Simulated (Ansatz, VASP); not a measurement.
One calculation of HfN, two programs

```xyz
2
Lattice="0.0000 2.2508 2.2508 2.2508 0.0000 2.2508 2.2508 2.2508 0.0000" Properties=species:S:1:pos:R:3 pbc="T T T"
Hf    0.0000    0.0000    0.0000
N     2.2508    2.2508    2.2508
```

Alike in both runs: task single point; functional PBEsol; k mesh 22 × 22 × 22; occupations gaussian, width 0.15 eV; no spin polarisation.

```csv
,VASP,Ansatz
version,VASP 6.6.1,Ansatz 0.2.0
potentials or method,"VASP PAW PBE potentials, release 64 (Hf_pv, N), cutoff 600 eV","scalar-relativistic, plane waves, PAW"
valence electrons in the cell,15,31
```

VASP gave:

| Property | Result |
| --- | --- |
| gap on the k mesh at the Fermi level (eV) | none |
| pressure (GPa) | -2.3 |

Estimate Ansatz's values.

gap on the k mesh at the Fermi level (eV): none; pressure (GPa): 0.0.

VASP's potentials were made for PBE, not for PBEsol. A gap of «none» marks a metal or a gap that the smearing closes. The functional is the same, so the differences come from potentials, cutoffs and numerics. VASP's potentials hold 15 valence electrons a cell and Ansatz's 31, so a difference there can come from the potentials and not from the codes.

Neither program's run includes spin-orbit coupling.
